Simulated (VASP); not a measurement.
**MgBe2SeS2: relaxation of cell and atoms with PBE**

Crystal: MgBe2SeS2.

```
Mg Be Se S
1.0
     4.26595    0.00000    0.00000
    -2.13297    3.69442    0.00000
     0.00000    0.00000    4.99938
Mg Be Se S
1 2 1 2
Direct
  0.00000 0.00000 0.50000
  0.66667 0.33333 0.50000
  0.00000 0.00000 0.00000
  0.33333 0.66667 0.00000
  0.33333 0.66667 0.50000
  0.66667 0.33333 0.00000
```

```json
{"Program": "VASP 6.6.1", "Task": "relaxation of cell and atoms", "Functional": "PBE", "Potentials or basis": "VASP PAW PBE potentials, release 64 (Mg, Be, Se, S)", "Cutoff": "600 eV", "k mesh": "6 × 6 × 4", "Occupations": "gaussian, width 0.1 eV", "Spin": "no spin polarisation", "Dipole correction": "no", "Further INCAR settings": "ALGO = Normal; EDIFF = 1e-06; IBRION = 2; EDIFFG = -0.04; NSW = 90; ISIF = 3"}
```

```
Relaxed volume                         : 16.04 Å³/atom
Relaxed cell                           : a = 4.684 Å, b = 4.684 Å, c = 5.066 Å, α = 90.00°, β = 90.00°, γ = 120.00°
Space group after relaxing (to 0.05 Å) : P-6m2 (No. 187)
Energy gained by relaxing              : 188.5 meV/atom
Ionic steps                            : 5
Pressure after relaxing                : -0.1 GPa
Band gap on the k mesh                 : zero (band 12 reaches 6.28 eV, above the bottom of band 13 at 4.69 eV)
```

Stress tensor (GPa, compression positive):
```
-0.22  0.00  0.00
 0.00 -0.22  0.00
 0.00  0.00  0.00
```

Step by step:
| step | energy change (eV) | largest force (eV/Å) | pressure (GPa) | volume (Å³) |
| --- | --- | --- | --- | --- |
| 1 | 0.0000 | 0.0000 | 18.72 | 78.79 |
| 2 | -1.1208 | 0.0000 | -0.70 | 97.33 |
| 3 | -1.1290 | 0.0000 | 0.51 | 95.35 |
| 4 | -1.1290 | 0.0000 | 0.29 | 95.70 |
| 5 | -1.1312 | 0.0000 | -0.15 | 96.26 |

Final structure:
```
Mg Be Se S
1.0
     4.68389    0.00000    0.00000
    -2.34195    4.05637    0.00000
     0.00000    0.00000    5.06640
Mg Be Se S
1 2 1 2
Direct
  0.00000 0.00000 0.50000
  0.66667 0.33333 0.50000
  0.00000 0.00000 0.00000
  0.33333 0.66667 0.00000
  0.33333 0.66667 0.50000
  0.66667 0.33333 0.00000
```

Levels at points of the mesh, in eV from the Fermi level:
| k point | band 10 | band 11 | band 12 | band 13 | band 14 | band 15 |
| --- | --- | --- | --- | --- | --- | --- |
| (0.00, 0.00, 0.00) | -2.97 | -2.45 | -2.45 | -0.15 | 1.38 | 1.38 |
| (0.50, 0.00, 0.00) | -1.01 | -0.64 | -0.18 | 0.38 | 0.80 | 3.35 |
| (0.00, 0.00, 0.50) | -2.79 | -2.79 | -2.20 | -1.15 | -0.27 | 0.23 |
| (0.50, 0.00, 0.50) | -2.02 | -0.84 | -0.78 | 0.49 | 1.02 | 2.57 |

It took 70 s on 1 thread of Intel(R) Xeon(R) Platinum 8488C (Sapphire Rapids) (shared host), peak memory 0.25 GiB.

Caveat: the volume moved by over 15 % at a fixed basis, so the end points are rough.
